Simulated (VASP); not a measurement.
# C (C2/m) in VASP: notebook, part 2 of 2

VASP 6.6.1.

## (6) Single point, PBE+D3(BJ)

This run uses another cell than the first one, of 8.88 Å³/atom.

Contents of INCAR:

```
  PREC = Accurate
  ENCUT = 520
  EDIFF = 1E-6
  ISMEAR = 0
  SIGMA = 0.01
  LREAL = False
  LASPH = True
  NELM = 80
  ALGO = Normal
  ISIF = 2
  LWAVE = False
  LCHARG = False
  GGA = PE
  IVDW = 12
  NBANDS = 11
```

Contents of KPOINTS:

```
regular mesh
0
Gamma
  14 14 8
```

Contents of POSCAR:

```
C
1.0
    2.1346751584     -1.2324617114     -0.0107915620
    2.1346751584      1.2324617114     -0.0107915620
   -1.4016068388      0.0000000000      3.3810743196
C
2
Direct
    0.8333715330      0.8333715330      0.0001140594
    0.1666284670      0.1666284670      0.9998859406
```

Potentials or basis: VASP PAW PBE potentials, release 64 (C).

Run with:

```
$ cat potpaw_PBE.64/C/POTCAR > POTCAR
$ mpirun -np 1 vasp_std > vasp.out
```

OUTCAR:

```text
PREC = Accurate
   ENCUT = 520
   EDIFF = 1E-6
   ISMEAR = 0
   LREAL = False
   LASPH = True
   NELM = 80
   ISIF = 2
   GGA = PE
   IVDW = 12
 IVDW          = 12

 ion  position               nearest neighbor table
   1  0.833  0.833  0.000-   2 1.42   2 1.42   2 1.42
   2  0.167  0.167  1.000-   1 1.42   1 1.42   1 1.42

  LATTYP: Found a base centered monoclinic cell.
 ALAT       =     4.2694048717
 B/A-ratio  =     0.5773459058
 C/A-ratio  =     0.8572804252
 COS(beta)  =    -0.3876096564

  Lattice vectors:

 A1 = (   2.1346751584,  -1.2324617114,  -0.0107915620)
 A2 = (   2.1346751584,   1.2324617114,  -0.0107915620)
 A3 = (  -1.4016068388,   0.0000000000,   3.3810743196)

Analysis of symmetry for initial positions (statically):
=====================================================================
 Subroutine PRICEL returns:
 Original cell was already a primitive cell.

 Routine SETGRP: Setting up the symmetry group for a
 base centered monoclinic supercell.

 Subroutine GETGRP returns: Found  4 space group operations
 (whereof  4 operations were pure point group operations)
 out of a pool of  4 trial point group operations.

The static configuration has the point symmetry C_2h.

Analysis of symmetry for dynamics (positions and initial velocities):
=====================================================================
 Subroutine PRICEL returns:
 Original cell was already a primitive cell.

 Routine SETGRP: Setting up the symmetry group for a
 base centered monoclinic supercell.

 Subroutine GETGRP returns: Found  4 space group operations
 (whereof  4 operations were pure point group operations)
 out of a pool of  4 trial point group operations.

The dynamic configuration has the point symmetry C_2h.

 Subroutine INISYM returns: Found  4 space group operations
 (whereof  4 operations are pure point group operations),
 and found     1 'primitive' translations

----------------------------------------------------------------------------------------

                                     Primitive cell

  volume of cell :      17.7533
[... 118 lines left out ...]
   LEPSILON=     F    determine dielectric tensor
   LRPA    =     F    only Hartree local field effects (RPA)
 non-spin polarized calculation
 Gauss-broadening in eV      SIGMA  =   0.01
  energy-cutoff  :      520.00
  volume of cell :       17.75
 maximum number of plane-waves:       493
   NGX =  9   NGY =  9   NGZ = 13

 number of electron       7.9999999 magnetization

 Free energy of the ion-electron system (eV)
  ---------------------------------------------------
  ext. energy  EPLUGINS =         0.00000000
  ---------------------------------------------------
  free energy    TOTEN  =       -18.42510756 eV

  energy without entropy =      -18.42510756  energy(sigma->0) =      -18.42510756

 E-fermi :   4.4412     XC(G=0): -10.2850

 val. band max:        4.3535795448   @ k =  -0.2857   0.3571   0.1250
 cond. band min:       5.0399626170   @ k =  -0.3571   0.3571   0.5000
 fundamental gap:      0.6863830722
 Fermi energy:         4.4412481274

 k-point     1 :       0.0000    0.0000    0.0000
  band No.  band energies     occupation
      1     -15.0177      2.00000
      2      -1.9497      2.00000
      3       1.6287      2.00000
      4       1.6288      2.00000
      5       8.8675      0.00000
      6      13.0006      0.00000
      7      13.0011      0.00000
      8      15.9914      0.00000
      9      17.2755      0.00000
     10      27.3603      0.00000
     11      30.1526      0.00000
[... 309 lines left out ...]
 k-point    24 :       0.2857    0.1429    0.0000
  band No.  band energies     occupation
      1     -13.5212      2.00000
      2      -2.2195      2.00000
      3      -1.0106      2.00000
      4      -0.7187      2.00000
      5      11.5060      0.00000
      6      11.9433      0.00000
      7      14.2720      0.00000
      8      15.8721      0.00000
      9      20.7925      0.00000
     10      22.8787      0.00000
     11      28.6250      0.00000

 [... further k-points ...]

------------------------ aborting loop because EDIFF is reached ----------------------------------------

 Edisp (eV)   -0.31059

 E8    (eV) :    -0.0879

  FORCE on cell =-STRESS in cart. coord.  units (eV):
  Direction    XX          YY          ZZ          XY          YZ          ZX
  --------------------------------------------------------------------------------------
  -------------------------------------------------------------------------------------
  Total       0.07748     0.07759    -0.01250     0.00000     0.00000    -0.00112
  in kB       6.99247     7.00258    -1.12833     0.00000     0.00000    -0.10082
  external pressure =        4.29 kB  Pullay stress =        0.00 kB

 VOLUME and BASIS-vectors are now :
 -----------------------------------------------------------------------------
  energy-cutoff  :      520.00
  volume of cell :       17.75
      direct lattice vectors                 reciprocal lattice vectors
     2.134675158 -1.232461711 -0.010791562     0.234719571 -0.405692116  0.097301782
     2.134675158  1.232461711 -0.010791562     0.234719571  0.405692116  0.097301782
    -1.401606839  0.000000000  3.381074320     0.001498335  0.000000000  0.296385108

 POSITION                                       TOTAL-FORCE (eV/Angst)
 -----------------------------------------------------------------------------------
      3.55780      0.00000     -0.01760        -0.000040      0.000000      0.000187
     -0.69005      0.00000      3.37709         0.000040      0.000000     -0.000187
 -----------------------------------------------------------------------------------
    total drift:                                0.000000      0.000000     -0.000000

  FREE ENERGIE OF THE ION-ELECTRON SYSTEM (eV)
  ---------------------------------------------------
  free  energy   TOTEN  =       -18.7356930860 eV

  energy  without entropy=      -18.7356930860  energy(sigma->0) =      -18.73569309
```

It took 75 s on 1 thread of Intel Xeon 8259CL, shared host; peak memory 0.19 GiB.

Results:

```yaml
Free_energy: -18.7357 eV
Pressure: 0.4 GPa
Dispersion_energy_per_atom: -0.155 eV
```

Stress tensor (GPa, compression positive):
```
 0.70  0.00 -0.01
 0.00  0.70  0.00
-0.01  0.00 -0.11
```

## (7) Single point, PBE+D3(BJ)

This run uses another cell than the first one: it holds 36 atoms, not 2.

Contents of INCAR:

```
SYSTEM = C
PREC = Accurate
ENCUT = 520
EDIFF = 1E-6
ISMEAR = 0
SIGMA = 0.01
LREAL = Auto
LASPH = .TRUE.
NELM = 80
ALGO = Normal
ISIF = 2
LWAVE = .FALSE.
LCHARG = .FALSE.
GGA = PE
IVDW = 12
NBANDS = 96
```

Contents of KPOINTS:

```
regular mesh
0
G
  3 3 3
  0 0 0
```

Contents of POSCAR:

```
C
1.0
    0.0000000000      7.3947702681      0.0000000000
    6.4040254751      3.6973851341     -0.0323746861
    0.6685385191      3.6973851341     -6.7513570771
C
36
Direct
    0.3889141755      0.7222286788      0.4999429703
    0.3889141755      0.0555620121      0.4999429703
    0.3889141755      0.3888953454      0.4999429703
    0.0555808421      0.7222286788      0.4999429703
    0.3889141755      0.5555620121      0.9999429703
    0.0555808421      0.0555620121      0.4999429703
    0.3889141755      0.8888953454      0.9999429703
    0.0555808421      0.3888953454      0.4999429703
    0.3889141755      0.2222286788      0.9999429703
    0.7222475088      0.7222286788      0.4999429703
    0.0555808421      0.5555620121      0.9999429703
    0.7222475088      0.0555620121      0.4999429703
    0.0555808421      0.8888953454      0.9999429703
    0.7222475088      0.3888953454      0.4999429703
    0.0555808421      0.2222286788      0.9999429703
    0.7222475088      0.5555620121      0.9999429703
    0.7222475088      0.8888953454      0.9999429703
    0.7222475088      0.2222286788      0.9999429703
    0.9444191579      0.1111046546      0.0000570297
    0.9444191579      0.4444379879      0.0000570297
    0.9444191579      0.7777713212      0.0000570297
    0.6110858245      0.1111046546      0.0000570297
    0.9444191579      0.9444379879      0.5000570297
    0.6110858245      0.4444379879      0.0000570297
    0.9444191579      0.2777713212      0.5000570297
    0.6110858245      0.7777713212      0.0000570297
    0.9444191579      0.6111046546      0.5000570297
    0.2777524912      0.1111046546      0.0000570297
    0.6110858245      0.9444379879      0.5000570297
    0.2777524912      0.4444379879      0.0000570297
    0.6110858245      0.2777713212      0.5000570297
    0.2777524912      0.7777713212      0.0000570297
    0.6110858245      0.6111046546      0.5000570297
    0.2777524912      0.9444379879      0.5000570297
    0.2777524912      0.2777713212      0.5000570297
    0.2777524912      0.6111046546      0.5000570297
```

Run with:

```
$ cat potpaw_PBE.64/C/POTCAR > POTCAR
$ mpirun -np 1 vasp_std > vasp.out
```

Wall time 12 min (1 thread of Intel Xeon 8259CL, shared host); peak memory 0.53 GiB.

It converged, with:

```
Free energy                : -337.1656 eV
Pressure                   : 0.4 GPa
Largest force              : 0.025 eV/Å
Dispersion energy per atom : -0.155 eV
```

Forces on the atoms (eV/Å):
```
C    0.000  0.000  0.025
C    0.000  0.000  0.025
C    0.000  0.000  0.025
C    0.000  0.000  0.025
C    0.000  0.000  0.025
C    0.000  0.000  0.025
C    0.000  0.000  0.025
C    0.000  0.000  0.025
C    0.000  0.000  0.025
C    0.000  0.000  0.025
C    0.000  0.000  0.025
C    0.000  0.000  0.025
C    0.000  0.000  0.025
C    0.000  0.000  0.025
C    0.000  0.000  0.025
C    0.000  0.000  0.025
C    0.000  0.000  0.025
C    0.000  0.000  0.025
C    0.000  0.000 -0.025
C    0.000  0.000 -0.025
C    0.000  0.000 -0.025
C    0.000  0.000 -0.025
C    0.000  0.000 -0.025
C    0.000  0.000 -0.025
C    0.000  0.000 -0.025
C    0.000  0.000 -0.025
C    0.000  0.000 -0.025
C    0.000  0.000 -0.025
C    0.000  0.000 -0.025
C    0.000  0.000 -0.025
C    0.000  0.000 -0.025
C    0.000  0.000 -0.025
C    0.000  0.000 -0.025
C    0.000  0.000 -0.025
C    0.000  0.000 -0.025
C    0.000  0.000 -0.025
```

Stress tensor (GPa, compression positive):
```
 0.88  0.00 -0.02
 0.00  0.90  0.00
-0.02  0.00 -0.58
```

## (8) The runs side by side

| task | cell | k mesh | cutoff (eV) | smearing | pressure (GPa) |
| --- | --- | --- | --- | --- | --- |
| relaxation of shape and atoms at fixed volume | relaxed from a = 2.498, b = 2.498, c = 3.889 Å, angles 108.7, 108.7, 60.0°, 2 atoms, atomic positions A | 14 × 14 × 8 | 600 | gaussian 0.02 eV | -2.0 |
| single point | a = 2.466, b = 2.466, c = 3.720 Å, angles 109.3, 109.3, 60.0°, 2 atoms, atomic positions A | 14 × 14 × 8 | 520 | gaussian 0.01 eV | -0.1 |
| single point | a = 2.466, b = 2.466, c = 3.720 Å, angles 109.3, 109.3, 60.0°, 2 atoms, atomic positions A | 14 × 14 × 8 | 520 | gaussian 0.05 eV | -0.1 |
| relaxation of shape and atoms at fixed volume | relaxed from a = 2.481, b = 2.481, c = 3.684 Å, angles 109.6, 109.6, 60.0°, 2 atoms, atomic positions A | 14 × 14 × 8 | 600 | gaussian 0.01 eV | -0.8 |
| single point | a = 2.465, b = 2.465, c = 3.660 Å, angles 109.6, 109.6, 60.0°, 2 atoms, atomic positions A | 14 × 14 × 8 | 520 | gaussian 0.01 eV | 0.4 |
| single point | a = 7.395, b = 7.395, c = 7.726 Å, angles 71.5, 61.4, 60.0°, 36 atoms, atomic positions B | 3 × 3 × 3 | 520 | gaussian 0.01 eV | 0.4 |

Alike in all rows: level PBE+D3(BJ); potentials or basis VASP PAW PBE potentials, release 64 (C); no spin polarisation.

Total energies depend on the potentials used, so only differences within one code and one set of settings carry meaning.
